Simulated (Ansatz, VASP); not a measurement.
# Zn7O in VASP and in Ansatz

```xyz
8
Lattice="2.7500 0.0000 0.0000 -1.3750 2.3816 0.0000 0.0000 0.0000 16.2500" Properties=species:S:1:pos:R:3 pbc="T T T"
Zn    0.0000    1.5877   11.8788
Zn    1.3750    0.7939   14.0563
Zn    0.0000    1.5877    7.5075
Zn    0.0000    0.0000    9.6850
Zn    0.0000    0.0000    0.0000
Zn    0.0000    1.5877    3.1362
Zn    0.0000    0.0000    5.3138
O     0.0000    0.0000    1.9500
```

Alike in both runs: task relaxation of cell and atoms; functional PBE; k mesh 7 × 7 × 1; occupations gaussian, width 0.2 eV; no spin polarisation.

```csv
,VASP,Ansatz
version,VASP 6.6.1,Ansatz 0.2.0
potentials or method,"VASP PAW PBE potentials, release 64 (Zn, O), cutoff 600 eV","scalar-relativistic, plane waves, PAW"
valence electrons in the cell,90,90
```

|  | VASP | Ansatz | Ansatz less VASP |
| --- | --- | --- | --- |
| gap on the k mesh at the Fermi level, each at its own relaxed structure (eV) | none | none | - |
| relaxed volume (Å³/atom) | 14.94 | 14.73 | -0.213 |
| relaxed cell length with the largest relative difference (Å) | 15.603 | 16.177 | +0.5742 |

A gap of «none» marks a metal or a gap that the smearing closes.

The k mesh is coarse, so the values compare programs but aren't converged.
